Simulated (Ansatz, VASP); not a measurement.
Two plane-wave programs on SiSn3Pb2

```
CELL_PARAMETERS angstrom
3.25244 1.87779 4.55861
-3.25244 1.87779 4.55861
0.00000 -3.75559 4.55861
ATOMIC_POSITIONS crystal
Si 0.50000 0.50000 0.50000
Sn 0.00000 0.50000 0.50000
Sn 0.50000 0.00000 0.50000
Sn 0.50000 0.50000 0.00000
Pb 0.87591 0.87591 0.87591
Pb 0.12409 0.12409 0.12409
```

Change from the starting cell: species swapped into the Li2ZnCu3 type (R-3m, No. 166).

Alike in both runs: functional PBE; k mesh 6 × 6 × 6; occupations gaussian, width 0.1 eV; no spin polarisation.

Ansatz relaxed the structure, and its values are those at the end. VASP's run is a single point on that final structure, the one shown.

|  | VASP | Ansatz |
| --- | --- | --- |
| version | VASP 6.6.1 | Ansatz 0.2.0 |
| potentials or method | VASP PAW PBE potentials, release 64 (Si, Sn_d, Pb_d), cutoff 520 eV | scalar-relativistic, plane waves, PAW |
| valence electrons in the cell | 74 | 74 |

|  | VASP | Ansatz | Ansatz less VASP |
| --- | --- | --- | --- |
| gap on the k mesh at the Fermi level (eV) | none | none | - |
| pressure (GPa) | -0.1 | 0.0 | +0.05 |

A gap of «none» marks a metal or a gap that the smearing closes.

Spin-orbit coupling is off throughout.
